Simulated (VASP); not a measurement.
**Te2Mo: single point with LDA**

Slab: Te2Mo, a slab with vacuum.

```
Te Mo
1.0
     3.31055    0.00000    0.00000
    -1.65528    2.86702    0.00000
     0.00000    0.00000   17.99316
Te Mo
2 1
Cartesian
  0.0000 1.9113 16.1336
  0.0000 1.9113 1.8595
  0.0000 0.0000 0.0000
```

This cell differs from its parent crystal: biaxial strain in the a-b plane: -4.5 %, then relaxed in part.

* Program: VASP 6.6.1
* Task: single point
* Functional: LDA
* Potentials or basis: VASP PAW LDA potentials, release 64 (Te, Mo_sv)
* Cutoff: 520 eV
* k mesh: 12 × 12 × 2
* Occupations: gaussian, width 0.02 eV
* Spin: no spin polarisation
* Dipole correction: no
* Further INCAR settings: ALGO = Normal; EDIFF = 1e-06; NBANDS = 20

```json
{"Largest force": "0.058 eV/Å", "Band gap on the k mesh": "0.82 eV, indirect (least direct gap 1.36 eV)"}
```

Forces on the atoms (eV/Å):
```
Te   0.000  0.000 -0.058
Te   0.000  0.000  0.058
Mo   0.000  0.000  0.000
```

Levels at points of the mesh, in eV from the valence-band top:
```csv
k point,band 11,band 12,band 13,band 14,band 15,band 16
"(0.00, 0.00, 0.00)",-1.44,-0.79,-0.79,3.67,3.67,3.82
"(0.50, 0.00, 0.00)",-2.39,-1.19,0.00,1.64,1.76,3.13
"(0.00, 0.00, 0.50)",-1.44,-0.79,-0.79,3.67,3.67,3.90
"(0.50, 0.00, 0.50)",-2.39,-1.19,0.00,1.64,1.76,3.13
```

Run time: 2.5 min on 1 thread of Intel(R) Xeon(R) 6975P-C (Granite Rapids) (shared host), peak memory 0.33 GiB.

Caveat: the cell differs from its parent crystal (biaxial strain in the a-b plane: -4.5 %, then relaxed in part); spin-orbit coupling is left out, which moves the levels of the heavy elements.
